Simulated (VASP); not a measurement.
Write the native input for VASP 6.6.1 that does the following.

```yaml
Task: electric field gradients
Functional: PBE
Potentials_or_basis: VASP PAW PBE potentials, release 64 (Mo_sv)
Cutoff: 520 eV
k_mesh: 16 × 16 × 16
Occupations: fermi-dirac, width 0.05 eV
Spin: no spin polarisation
Dipole_correction: no
Further_INCAR_settings: ALGO = Normal; EDIFF = 1e-08; NBANDS = 13
```

The structure of Mo lies in POSCAR:

```
Mo
1.0
   -1.5497676675      1.5497676675      1.5497676675
    1.5497676675     -1.5497676675      1.5497676675
    1.5497676675      1.5497676675     -1.5497676675
Mo
1
Direct
    0.0000000000      0.0000000000      0.0000000000
```

This cell differs from its parent crystal: volume scaled by 0.96.

These files were run (other wordings do the same):

INCAR

```
PREC = Accurate
ENCUT = 520
EDIFF = 1E-8
ISMEAR = -1
SIGMA = 0.05
LREAL = F
LASPH = T
NELM = 100
ALGO = Normal
ISIF = 2
LWAVE = F
LCHARG = F
GGA = PE
LEFG = T
NBANDS = 13
```

KPOINTS

```
regular mesh
0
Gamma
  16 16 16
```

Potentials or basis: VASP PAW PBE potentials, release 64 (Mo_sv).

Command:

```bash
$ cat potpaw_PBE.64/Mo_sv/POTCAR > POTCAR
$ mpirun -np 1 vasp_std > vasp.out
```

Results of the run:

```json
{
 "Pressure": "17.7 GPa",
 "Band gap on the k mesh": "zero (band 7 reaches 17.67 eV, above the bottom of band 8 at 11.94 eV)"
}
```

Caveat: without QUAD_EFG the Cq values of the log hold for a quadrupole moment of 1 mb, not for the nuclei.

Run time: 14 s on 1 thread of Intel Xeon 6975P-C (shared host), peak memory 0.14 GiB.
